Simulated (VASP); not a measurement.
The system is Be3CdSe4.

```
Be Cd Se
1.0
     5.45696    0.00000    0.00000
     0.00000    5.45696    0.00000
     0.00000    0.00000    5.45696
Be Cd Se
3 1 4
Direct
  0.00000 0.00000 0.50000
  0.00000 0.50000 0.00000
  0.50000 0.00000 0.00000
  0.00000 0.00000 0.00000
  0.20900 0.20900 0.20900
  0.20900 0.79100 0.79100
  0.79100 0.20900 0.79100
  0.79100 0.79100 0.20900
```

| Quantity | Value |
| --- | --- |
| Program | VASP 6.6.1 |
| Task | relaxation of cell and atoms |
| Functional | PBEsol |
| Potentials or basis | VASP PAW PBE potentials, release 64 (Be, Cd, Se) |
| Cutoff | 600 eV |
| k mesh | 4 × 4 × 4 |
| Occupations | fermi-dirac, width 0.03 eV |
| Spin | no spin polarisation |

At the start: pressure 49.3 GPa; volume 20.31 Å³/atom.

Problem. Where does the relaxation end?

Solution. Over 19 steps the energy falls by 2025.0 meV/atom and the volume is 19.06 Å³/atom (-6.2 %); space group P-43m (No. 215, to 0.1 Å) before and after.

Step by step:
```csv
step,energy change (eV),largest force (eV/Å),pressure (GPa),volume (Å³)
1,0.0000,19.6911,49.33,162.50
2,1.8165,1.7498,-9.17,358.41
3,-2.2215,2.4628,-11.25,316.87
4,-6.5172,2.7060,-12.62,280.93
5,-13.9610,0.8019,-9.55,216.34
6,-14.4519,2.7806,0.68,188.14
7,-14.7500,0.8220,-5.14,200.06
8,-14.7666,1.1416,-4.22,197.73
9,-14.7653,1.2503,-3.90,196.98
10,-15.3109,1.2962,-2.54,183.28
11,-15.9372,1.4807,5.75,147.75
12,-16.1411,0.3306,3.24,146.11
13,-16.1474,0.0953,2.77,145.75
14,-16.1867,0.0378,1.33,149.05
15,-16.2000,0.0294,-0.16,152.88
16,-16.2001,0.0239,-0.05,152.57
17,-16.2001,0.0214,0.00,152.43
18,-16.2002,0.0132,0.02,152.45
19,-16.2002,0.0021,0.04,152.47
```

Final structure:
```
Be Cd Se
1.0
     5.34229    0.00000    0.00000
     0.00000    5.34229    0.00000
     0.00000    0.00000    5.34229
Be Cd Se
3 1 4
Direct
  0.00000 0.00000 0.50000
  0.00000 0.50000 0.00000
  0.50000 0.00000 0.00000
  0.00000 0.00000 0.00000
  0.27282 0.27282 0.27282
  0.27282 0.72718 0.72718
  0.72718 0.27282 0.72718
  0.72718 0.72718 0.27282
```

Caveat: the PAW data sets were made with another functional, which shifts forces and pressure a little.
